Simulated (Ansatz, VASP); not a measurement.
One calculation of Al2Ru, two programs

INCAR

```
PREC = Accurate
ENCUT = 520
EDIFF = 1E-7
ISMEAR = 0
SIGMA = 0.15
LREAL = F
LASPH = T
NELM = 80
ALGO = Fast
ISIF = 2
LWAVE = F
LCHARG = F
GGA = PS
NBANDS = 17
```

The input KPOINTS:

```
regular mesh
0
Gamma
  22 22 22
```

POSCAR

```
Al2Ru
1.0
   -1.5606788820      1.5606788820      4.2115520738
    1.5606788820     -1.5606788820      4.2115520738
    1.5606788820      1.5606788820     -4.2115520738
Al Ru
2 1
Direct
    0.6483911855      0.6483911855      0.0000000000
    0.3302390205      0.3302390205      0.0000000000
    0.0057048572      0.0057048572      0.0000000000
```

Input for Ansatz:

```yaml
crystal:
  lattice:
    - [-1.560678882, 1.560678882, 4.2115520738]
    - [1.560678882, -1.560678882, 4.2115520738]
    - [1.560678882, 1.560678882, -4.2115520738]
  atoms:
    - { symbol: Al, position: [0.6483911855, 0.6483911855, 0.0] }
    - { symbol: Al, position: [0.3302390205, 0.3302390205, 0.0] }
    - { symbol: Ru, position: [0.0057048572, 0.0057048572, 0.0] }
basis:
  ecutwfc: 420
kpoints:
  mp_grid: { grid: [22, 22, 22] }
hamiltonian:
  xc: pbesol
scf:
  occupations: { method: gaussian, width: 0.15 }
output:
  forces: true
  stress: true
  eigenvalues: true
  write_density: true
  write_potential: true
  elf: true
  volumetric_format: npy
```

Change from the starting cell: mode 4 (251.4 1/cm) frozen in, largest displacement +0.090 Å.

Alike in both runs: task single point; functional PBEsol; k mesh 22 × 22 × 22; occupations gaussian, width 0.15 eV; no spin polarisation.

|  | VASP | Ansatz |
| --- | --- | --- |
| version | VASP 6.6.1 | Ansatz 0.2.0 |
| potentials or method | VASP PAW PBE potentials, release 64 (Al, Ru_pv), cutoff 520 eV | scalar-relativistic, plane waves, PAW |
| valence electrons in the cell | 20 | 22 |

|  | VASP | Ansatz | Ansatz less VASP |
| --- | --- | --- | --- |
| gap on the k mesh at the Fermi level (eV) | none | none | - |
| pressure (GPa) | 1.2 | 1.1 | -0.08 |
| traceless stress, the component that is largest in VASP (GPa) | 0.07 | 0.05 | -0.017 |
| rms of the force components (eV/Å) | 0.470 | 0.466 | -0.0044 |

VASP's potentials were made for PBE, not for PBEsol. Atom by atom the forces differ by 0.004 eV/Å (rms over components). A gap of «none» marks a metal or a gap that the smearing closes. With one functional, cell and mesh, what is left measures potentials, basis and numerics. VASP's potentials hold 20 valence electrons a cell and Ansatz's 22, so a difference there can come from the potentials and not from the codes.
